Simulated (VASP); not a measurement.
# Si2Mo (I4/mmm) in VASP: single point with PBE

Aim: the single point of Si2Mo with PBE.

Everything below comes from runs of VASP 6.6.1. Logs are shortened: lines on timing, memory, paths and dates and some standing lists are left out, and cuts for length are marked.

## (1) The cell of the first run

Symmetry: I4/mmm, No. 139, tetragonal system. Conventional cell: a = 3.217 Å, b = 3.217 Å, c = 7.873 Å, α = 90.00°, β = 90.00°, γ = 90.00°. Within 3.4 Å of Si (site symmetry 4mm) lie 9 Si at 2.60 to 3.22 Å and 5 Mo at 2.62 to 2.64 Å. Mo (site symmetry 4/mmm) has 10 Si at 2.62 to 2.64 Å and 4 Mo at 3.22 Å within 3.5 Å.

## (2) Single point, PBE

Input file INCAR:

```
SYSTEM = Si2Mo
ALGO     = Normal         ! electronic algorithm
EDIFF    = 1E-7           ! SCF threshold, eV
ENCUT    = 520            ! plane-wave cutoff, eV
GGA      = PE             ! functional
ISIF     = 2              ! what is computed and relaxed
ISMEAR   = 1              ! smearing method
LASPH    = .TRUE.         ! aspherical terms in the spheres
LCHARG   = .FALSE.        ! write CHGCAR
LREAL    = .FALSE.        ! projectors in reciprocal space
LWAVE    = .FALSE.        ! write WAVECAR
NBANDS   = 56             ! bands
NELM     = 60             ! most SCF steps
PREC     = Accurate       ! precision mode
SIGMA    = 0.1            ! smearing width, eV
```

Input file KPOINTS:

```
k-points
0
G
  4 4 3
  0 0 0
```

Input file POSCAR:

```
Si2Mo
1.0
    3.2169367621      3.2169367621      0.0000000000
   -3.2169367621      3.2169367621      0.0000000000
    0.0000000000      0.0000000000      7.8733419947
Si Mo
8 4
Direct
    0.0000000000      0.0000000000      0.6649262814
    0.0000000000      0.5000000000      0.1649262814
    0.5000000000      0.0000000000      0.1649262814
    0.5000000000      0.5000000000      0.6649262814
    0.0000000000      0.0000000000      0.3350737186
    0.0000000000      0.5000000000      0.8350737186
    0.5000000000      0.0000000000      0.8350737186
    0.5000000000      0.5000000000      0.3350737186
    0.0000000000      0.0000000000      0.0000000000
    0.0000000000      0.5000000000      0.5000000000
    0.5000000000      0.0000000000      0.5000000000
    0.5000000000      0.5000000000      0.0000000000
```

Potentials or basis: VASP PAW PBE potentials, release 64 (Si, Mo_sv).

On the command line:

```sh
$ cat potpaw_PBE.64/Si/POTCAR potpaw_PBE.64/Mo_sv/POTCAR > POTCAR
$ mpirun -np 1 vasp_std > vasp.out
```

OUTCAR:

```text
SYSTEM = Si2Mo
   EDIFF = 1E-7
   ENCUT = 520
   GGA = PE
   ISIF = 2
   ISMEAR = 1
   LASPH = .TRUE.
   LREAL = .FALSE.
   NELM = 60
   PREC = Accurate

 ion  position               nearest neighbor table
   1  0.000  0.000  0.665-   5 2.60  10 2.62  11 2.62  10 2.62  11 2.62   9 2.64   6 2.64   7 2.64
                             7 2.64   6 2.64
   2  0.000  0.500  0.165-   6 2.60   9 2.62  12 2.62   9 2.62  12 2.62  10 2.64   5 2.64   8 2.64
                             8 2.64   5 2.64
   3  0.500  0.000  0.165-   7 2.60   9 2.62  12 2.62  12 2.62   9 2.62  11 2.64   8 2.64   8 2.64
                             5 2.64   5 2.64
   4  0.500  0.500  0.665-   8 2.60  10 2.62  11 2.62  11 2.62  10 2.62  12 2.64   7 2.64   6 2.64
                             6 2.64   7 2.64
   5  0.000  0.000  0.335-   1 2.60  10 2.62  11 2.62  10 2.62  11 2.62   9 2.64   2 2.64   3 2.64
                             3 2.64   2 2.64
   6  0.000  0.500  0.835-   2 2.60   9 2.62  12 2.62   9 2.62  12 2.62  10 2.64   1 2.64   4 2.64
                             4 2.64   1 2.64
   7  0.500  0.000  0.835-   3 2.60   9 2.62  12 2.62  12 2.62   9 2.62  11 2.64   4 2.64   4 2.64
                             1 2.64   1 2.64
   8  0.500  0.500  0.335-   4 2.60  10 2.62  11 2.62  11 2.62  10 2.62  12 2.64   3 2.64   2 2.64
                             2 2.64   3 2.64
   9  0.000  0.000  0.000-   2 2.62   3 2.62   6 2.62   7 2.62   2 2.62   6 2.62   3 2.62   7 2.62
                             1 2.64   5 2.64  12 3.22  12 3.22  12 3.22  12 3.22
  10  0.000  0.500  0.500-   1 2.62   4 2.62   5 2.62   8 2.62   1 2.62   5 2.62   4 2.62   8 2.62
                             6 2.64   2 2.64  11 3.22  11 3.22  11 3.22  11 3.22
  11  0.500  0.000  0.500-   1 2.62   4 2.62   5 2.62   8 2.62   4 2.62   8 2.62   1 2.62   5 2.62
                             7 2.64   3 2.64  10 3.22  10 3.22  10 3.22  10 3.22
  12  0.500  0.500  0.000-   2 2.62   3 2.62   6 2.62   7 2.62   3 2.62   7 2.62   2 2.62   6 2.62
                             4 2.64   8 2.64   9 3.22   9 3.22   9 3.22   9 3.22

  LATTYP: Found a simple tetragonal cell.
 ALAT       =     4.5494355983
 C/A-ratio  =     1.7306195076

  Lattice vectors:

 A1 = (   3.2169367621,   3.2169367621,   0.0000000000)
 A2 = (  -3.2169367621,   3.2169367621,   0.0000000000)
 A3 = (   0.0000000000,   0.0000000000,   7.8733419947)

Analysis of symmetry for initial positions (statically):
=====================================================================
 Subroutine PRICEL returns following result:

  LATTYP: Found a body centered tetragonal cell.
 ALAT       =     3.2169367621
 C/A-ratio  =     2.4474655789

  Lattice vectors:

 A1 = (   1.6084683810,  -1.6084683811,  -3.9366709973)
 A2 = (  -1.6084683811,   1.6084683810,  -3.9366709974)
 A3 = (   1.6084683811,   1.6084683811,   3.9366709973)

   4 primitive cells build up your supercell.

 Routine SETGRP: Setting up the symmetry group for a
 simple tetragonal supercell.

 Subroutine GETGRP returns: Found 16 space group operations
 (whereof 16 operations were pure point group operations)
 out of a pool of 16 trial point group operations.

The static configuration has the point symmetry D_4h.

Analysis of symmetry for dynamics (positions and initial velocities):
=====================================================================
 Subroutine PRICEL returns following result:

  LATTYP: Found a body centered tetragonal cell.
 ALAT       =     3.2169367621
 C/A-ratio  =     2.4474655789

  Lattice vectors:

 A1 = (   1.6084683810,  -1.6084683811,  -3.9366709973)
 A2 = (  -1.6084683811,   1.6084683810,  -3.9366709974)
 A3 = (   1.6084683811,   1.6084683811,   3.9366709973)

   4 primitive cells build up your supercell.

 Routine SETGRP: Setting up the symmetry group for a
 simple tetragonal supercell.

 Subroutine GETGRP returns: Found 16 space group operations
 (whereof 16 operations were pure point group operations)
 out of a pool of 16 trial point group operations.

[... 32 lines left out ...]

 KPOINTS: k-points

Automatic generation of k-mesh.
 Grid dimensions read from file:
 generate k-points for:    4    4    3

 Generating k-lattice:

  Cartesian coordinates                     Fractional coordinates (reciprocal lattice)
     0.038856841  0.038856841  0.000000000     0.250000000  0.000000000  0.000000000
    -0.038856841  0.038856841  0.000000000     0.000000000  0.250000000  0.000000000
     0.000000000  0.000000000  0.042336956     0.000000000  0.000000000  0.333333333

  Length of vectors
     0.054951871  0.054951871  0.042336956

  Shift w.r.t. Gamma in fractional coordinates (k-lattice)
     0.000000000  0.000000000  0.000000000

 Subroutine IBZKPT returns following result:
 ===========================================

 Found     12 irreducible k-points:

 Following reciprocal coordinates:
            Coordinates               Weight
  0.000000  0.000000  0.000000      1.000000
  0.250000  0.000000  0.000000      4.000000
  0.500000  0.000000  0.000000      2.000000
  0.250000  0.250000  0.000000      4.000000
  0.500000  0.250000  0.000000      4.000000
  0.500000  0.500000  0.000000      1.000000
  0.000000  0.000000  0.333333      2.000000
  0.250000  0.000000  0.333333      8.000000
  0.500000  0.000000  0.333333      4.000000
  0.250000  0.250000  0.333333      8.000000
  0.500000  0.250000  0.333333      8.000000
  0.500000  0.500000  0.333333      2.000000
   k-points           NKPTS =     12   k-points in BZ     NKDIM =     12   number of bands    NBANDS=     56
   number of dos      NEDOS =    301   number of ions     NIONS =     12
   total plane-waves  NPLWV =  77760
   dimension x,y,z NGX =    36 NGY =   36 NGZ =   60
   dimension x,y,z NGXF=    72 NGYF=   72 NGZF=  120
   ions per type =               8   4
   NGX,Y,Z   is equivalent  to a cutoff of  13.16, 13.16, 12.67 a.u.
   NGXF,Y,Z  is equivalent  to a cutoff of  26.31, 26.31, 25.34 a.u.
 SYSTEM =  Si2Mo
   PREC   = accura    normal or accurate (medium, high low for compatibility)
   ISTART =      0    job   : 0-new  1-cont  2-samecut
   ICHARG =      2    charge: 1-file 2-atom 10-const
   ISPIN  =      1    spin polarized calculation?
   LNONCOLLINEAR =      F non collinear calculations
   LSORBIT =      F    spin-orbit coupling
   LASPH  =      T    aspherical Exc in radial PAW
   ENCUT  =  520.0 eV  38.22 Ry    6.18 a.u.   8.46  8.46 14.64*2*pi/ulx,y,z
   NELM   =     60;   NELMIN=  2; NELMDL= -5     # of ELM steps
   EDIFF  = 0.1E-06   stopping-criterion for ELM
   LREAL  =      F    real-space projection
   EDIFFG = 0.1E-05   stopping-criterion for IOM
   NSW    =      0    number of steps for IOM
   IBRION =     -1    ionic relax: 0-MD 1-quasi-New 2-CG
   NFREE  =      0    steps in history (QN), initial steepest desc. (CG)
   ISIF   =      2    stress and relaxation
   ISYM   =      2    0-nonsym 1-usesym 2-fastsym
   POTIM  = 0.5000    time-step for ionic-motion
   TEBEG  =    0.0;   TEEND  =   0.0 temperature during run
   PSTRESS=    0.0 pullay stress
   NELECT =      88.0000    total number of electrons
   NUPDOWN=      -1.0000    fix difference up-down
   EMIN   =  10.00;   EMAX   =-10.00  energy-range for DOS
   EFERMI =   0.00;   METHOD = LEGACY
   ISMEAR =     1;   SIGMA  =   0.10  broadening in eV -4-tet -1-fermi 0-gaus
   EFERMI_NEDOS =   21; number of points for ismear=-14 and -15
   IALGO  =     38    algorithm
   IMIX   =      4    mixing-type and parameters
     AMIX     =   0.40;   BMIX     =  1.00
     AMIX_MAG =   1.60;   BMIX_MAG =  1.00
  volume/ion in A,a.u.               =      13.58        91.64
  Fermi-wavevector in a.u.,A,eV,Ry     =   1.333146  2.519280 24.181334  1.777278
  Thomas-Fermi vector in A             =   2.462027
   LORBIT       =      0    0 simple, 1 ext, 2 COOP (PROOUT), +10 PAW based schemes
   GGA     = PE    functional components
   LHFCALC =     F    Hartree Fock is set to
   AEXX    =    0.0000 exact exchange contribution
   IVDW    =     0    specifies the selected vdW correction
   LEPSILON=     F    determine dielectric tensor
   LRPA    =     F    only Hartree local field effects (RPA)
 non-spin polarized calculation
 Methfessel and Paxton  Order N= 1 SIGMA  =   0.10
  energy-cutoff  :      520.00
  volume of cell :      162.96
 maximum number of plane-waves:      4399
 NGX is ok and might be reduce to    36
   NGX = 17   NGY = 17   NGZ = 29

 number of electron      88.0000010 magnetization

 Free energy of the ion-electron system (eV)
  ---------------------------------------------------
  ext. energy  EPLUGINS =         0.00000000
  ---------------------------------------------------
  free energy    TOTEN  =       -93.10312382 eV

  energy without entropy =      -93.10399102  energy(sigma->0) =      -93.10341289

 E-fermi :  11.8794     XC(G=0): -12.3692

 val. band max:       11.8027237466   @ k =   0.2500   0.0000   0.0000
 cond. band min:      12.3726891659   @ k =   0.5000   0.0000   0.0000
 fundamental gap:      0.5699654192
 Fermi energy:        11.8794106770

 k-point     1 :       0.0000    0.0000    0.0000
  band No.  band energies     occupation
      1     -48.6855      2.00000
      2     -48.6850      2.00000
      3     -48.6519      2.00000
      4     -48.6519      2.00000
      5     -22.9681      2.00000
      6     -22.9681      2.00000
[... 697 lines left out ...]
     55      15.8275      0.00000
     56      15.8433      0.00000

------------------------ aborting loop because EDIFF is reached ----------------------------------------

  FORCE on cell =-STRESS in cart. coord.  units (eV):
  Direction    XX          YY          ZZ          XY          YZ          ZX
  --------------------------------------------------------------------------------------
  -------------------------------------------------------------------------------------
  Total        0.0481230      0.0481230      0.2006219      0.0000000      0.0000000     -0.0000000
  in kB        0.4731396      0.4731396      1.9724894      0.0000000      0.0000000     -0.0000000
  external PRESSURE =       0.9729229 kB  Pullay stress =       0.0000000 kB

 VOLUME and BASIS-vectors are now :
 -----------------------------------------------------------------------------
  energy-cutoff  :      520.00
  volume of cell :      162.96
      direct lattice vectors                 reciprocal lattice vectors
     3.216936762  3.216936762  0.000000000     0.155427364  0.155427364  0.000000000
    -3.216936762  3.216936762  0.000000000    -0.155427364  0.155427364  0.000000000
     0.000000000  0.000000000  7.873341995     0.000000000  0.000000000  0.127010868

 POSITION                                       TOTAL-FORCE (eV/Angst)
 -----------------------------------------------------------------------------------
      0.00000      0.00000      5.23519         0.000000      0.000000      0.061201
     -1.60847      1.60847      1.29852         0.000000      0.000000      0.061201
      1.60847      1.60847      1.29852         0.000000     -0.000000      0.061201
      0.00000      3.21694      5.23519         0.000000     -0.000000      0.061201
      0.00000      0.00000      2.63815        -0.000000      0.000000     -0.061201
     -1.60847      1.60847      6.57482         0.000000     -0.000000     -0.061201
      1.60847      1.60847      6.57482         0.000000     -0.000000     -0.061201
      0.00000      3.21694      2.63815         0.000000      0.000000     -0.061201
      0.00000      0.00000      0.00000        -0.000000     -0.000000      0.000000
     -1.60847      1.60847      3.93667        -0.000000     -0.000000      0.000000
      1.60847      1.60847      3.93667        -0.000000      0.000000      0.000000
      0.00000      3.21694      0.00000        -0.000000      0.000000      0.000000
 -----------------------------------------------------------------------------------
    total drift:                               -0.000000      0.000000      0.000000

  FREE ENERGIE OF THE ION-ELECTRON SYSTEM (eV)
  ---------------------------------------------------
  free  energy   TOTEN  =       -93.1031238222 eV

  energy  without entropy=      -93.1039910206  energy(sigma->0) =      -93.10341289
```

Wall time 2.9 min (1 thread of Intel Xeon 8259CL, shared host); peak memory 0.3 GiB.

What came out:

```yaml
Free_energy: -93.1031 eV
Pressure: 0.1 GPa
Largest_force: 0.061 eV/Å
Band_gap_on_the_k_mesh: zero (bands 44 and 45 overlap by 0.70 eV)
```

Forces in eV/Å, atoms in the order of the input:
```
Si   0.000  0.000  0.061
Si   0.000  0.000  0.061
Si   0.000  0.000  0.061
Si   0.000  0.000  0.061
Si   0.000  0.000 -0.061
Si   0.000  0.000 -0.061
Si   0.000  0.000 -0.061
Si   0.000  0.000 -0.061
Mo   0.000  0.000  0.000
Mo   0.000  0.000  0.000
Mo   0.000  0.000  0.000
Mo   0.000  0.000  0.000
```

Levels at points of the mesh, in eV from the Fermi level:
| k point | band 41 | band 42 | band 43 | band 44 | band 45 | band 46 | band 47 | band 48 |
| --- | --- | --- | --- | --- | --- | --- | --- | --- |
| (0.00, 0.00, 0.00) | -0.38 | -0.38 | -0.29 | -0.29 | 0.53 | 0.66 | 2.43 | 2.43 |
| (0.50, 0.00, 0.00) | -1.40 | -1.40 | -0.64 | -0.64 | 0.49 | 0.49 | 1.90 | 1.90 |
| (0.50, 0.50, 0.00) | -0.49 | -0.49 | -0.49 | -0.49 | 2.03 | 2.03 | 2.03 | 2.03 |

The gap in the log of VASP goes by the Fermi energy; the results here count the filled bands.